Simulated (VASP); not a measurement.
A run of VASP 6.6.1 is set up as follows.

Contents of INCAR:

```
PREC = Accurate ; ENCUT = 520
EDIFF = 1E-7 ; ISMEAR = 0
SIGMA = 0.1 ; LREAL = F
LASPH = T ; NELM = 60
ALGO = Normal ; ISIF = 2
LWAVE = F ; LCHARG = T
GGA = PE ; LELF = T
LVHAR = T ; NBANDS = 20
```

Contents of KPOINTS:

```
regular mesh
0
Gamma
  8 4 2
```

File POSCAR:

```
Be4H
1.0
    2.2249091776      0.0006189466     -0.0021052957
    0.0002931230      3.8393399875      0.0040301441
   -1.0574481380     -1.4094518529      9.7872283831
Be H
8 2
Direct
    0.6173583566      0.4826406630      0.7234837519
    0.1145222605      0.9869883480      0.7176049877
    0.7956516514      0.6180095641      0.0953745895
    0.2929781600      0.1170844833      0.0898590551
    0.3826416434      0.5173593370      0.2765162481
    0.8854777395      0.0130116520      0.2823950123
    0.2043483486      0.3819904359      0.9046254105
    0.7070218400      0.8829155167      0.9101409449
    0.4274519508      0.2183447686      0.3697676683
    0.5725480492      0.7816552314      0.6302323317
```

Potentials or basis: VASP PAW PBE potentials, release 64 (Be, H).

Run with:

```sh
$ cat potpaw_PBE.64/Be/POTCAR potpaw_PBE.64/H/POTCAR > POTCAR
$ mpirun -np 1 vasp_std > vasp.out
```

(1) Estimate the largest force.

(2) Predict the pressure.

(3) What does it give for the band gap on the k mesh?

Answers

(1) 0.013 eV/Å.

(2) 0.1 GPa.

(3) zero (band 9 reaches 6.67 eV, above the bottom of band 10 at 3.53 eV).

Caveat: the k points lie up to 0.41 Å⁻¹ apart.
